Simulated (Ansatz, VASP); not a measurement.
Cs in VASP and in Ansatz

```xyz
1
Lattice="-3.0225 3.0225 3.0225 3.0225 -3.0225 3.0225 3.0225 3.0225 -3.0225" Properties=species:S:1:pos:R:3 pbc="T T T"
Cs    0.0000    0.0000    0.0000
```

Alike in both runs: task electric field gradients; functional PBEsol; k mesh 9 × 9 × 9; occupations fermi-dirac, width 0.05 eV; no spin polarisation.

|  | VASP | Ansatz |
| --- | --- | --- |
| version | VASP 6.6.1 | Ansatz 0.2.0 |
| potentials or method | VASP PAW PBE potentials, release 64 (Cs_sv) | PAW with Ansatz's default frozen-core files, scalar-relativistic |
| plane-wave cutoff (eV) | 520 | 420 |
| valence electrons in the cell | 9 | 9 |

|  | VASP | Ansatz | Ansatz less VASP |
| --- | --- | --- | --- |
| pressure (GPa) | 0.0 | 0.0 | +0.01 |

VASP's potentials were made for PBE, not for PBEsol. With one functional, cell and mesh, what is left measures potentials, basis and numerics.

Spin-orbit coupling is off throughout.
